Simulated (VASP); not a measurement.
Input of a VASP 6.6.1 run:

Contents of INCAR:

```
PREC = Accurate
ENCUT = 500
EDIFF = 1E-6
ISMEAR = 0
SIGMA = 0.05
LREAL = False
LASPH = True
NELM = 120
ALGO = Normal
ISIF = 2
LWAVE = False
LCHARG = True
GGA = PE
LELF = True
LVHAR = True
NBANDS = 17
GGA_COMPAT = False
```

KPOINTS

```
Automatic mesh
0
Gamma
  6 6 6
```

Contents of POSCAR:

```
Na2S
1.0
    0.0000000000      3.1324800000      3.1324800000
    3.1324800000      0.0000000000      3.1324800000
    3.1324800000      3.1324800000      0.0000000000
Na S
2 1
Direct
    0.2500000000      0.2500000000      0.2500000000
    0.7500000000      0.7500000000      0.7500000000
    0.0000000000      0.0000000000      0.0000000000
```

Potentials or basis: VASP PAW PBE potentials, release 64 (Na_pv, S).

The run is started by

```sh
$ cat potpaw_PBE.64/Na_pv/POTCAR potpaw_PBE.64/S/POTCAR > POTCAR
$ mpirun -np 1 vasp_std > vasp.out
```

(1) Predict the pressure.

(2) Predict the band gap on the k mesh.

Answers

(1) 5.4 GPa.

(2) 2.94 eV.

Caveat: the cell differs from its parent crystal (strain -0.040 along x and y, -0.040 along z); the cell stands under pressure.
